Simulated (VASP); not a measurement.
CsCl:

```
Cs Cl
1.0
     4.13683    0.00000    0.00000
     0.00000    4.13683    0.00000
     0.00000    0.00000    4.13683
Cs Cl
1 1
Direct
  0.00000 0.00000 0.00000
  0.50000 0.50000 0.50000
```

Base run:

| Property | Result |
| --- | --- |
| Program | VASP 6.6.1 |
| Functional | PBE |
| Potentials or basis | VASP PAW PBE potentials, release 64 (Cs_sv, Cl) |
| Cutoff | 500 eV |
| k mesh | 4 × 4 × 4 |
| Occupations | gaussian, width 0.01 eV |
| Spin | no spin polarisation |

Its results: band gap on the k mesh 5.21 eV, direct; pressure 0.8 GPa.

Q: The run is repeated on the same cell with these changes: functional from PBE to LDA; potentials or basis from VASP PAW PBE potentials, release 64 (Cs_sv, Cl) to VASP PAW LDA potentials, release 64 (Cs_sv, Cl). What comes out?

A: Band gap on the k mesh 4.80 eV, direct; pressure -2.2 GPa.

Caveats: spin-orbit coupling is left out, which moves the levels of the heavy elements.

